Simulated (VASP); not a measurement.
A run of VASP 6.6.1 is set up as follows.

Contents of INCAR:

```
SYSTEM = ScAl3
ALGO = Fast
EDIFF = 1E-6
ENCUT = 520
GGA = PS
ISIF = 2
ISMEAR = -1
LASPH = .True.
LCHARG = .False.
LREAL = .False.
LWAVE = .False.
NBANDS = 18
NELM = 100
PREC = Accurate
SIGMA = 0.05
```

KPOINTS

```
k-points
0
Gamma
  7 7 7
  0 0 0
```

Contents of POSCAR:

```
ScAl3
1.0
    4.0043585311      0.0000000000      0.0000000000
    0.0000000000      4.0043585311      0.0000000000
    0.0000000000      0.0000000000      4.0043585311
Sc Al
1 3
Direct
    0.0000000000      0.0000000000      0.0000000000
    0.5000000000      0.5000000000      0.0000000000
    0.0000000000      0.5000000000      0.5000000000
    0.5000000000      0.0000000000      0.5000000000
```

Potentials or basis: VASP PAW PBE potentials, release 64 (Sc_sv, Al).

The run is started by

```console
$ cat potpaw_PBE.64/Sc_sv/POTCAR potpaw_PBE.64/Al/POTCAR > POTCAR
$ mpirun -np 1 vasp_std > vasp.out
```

Problem. Estimate the band gap on the k mesh.

Solution. Zero (band 10 reaches 8.78 eV, above the bottom of band 11 at 5.03 eV).

Problem. Estimate the pressure.

Solution. 5.2 GPa.

Caveat: the PAW data sets were made with another functional, which shifts forces and pressure a little.
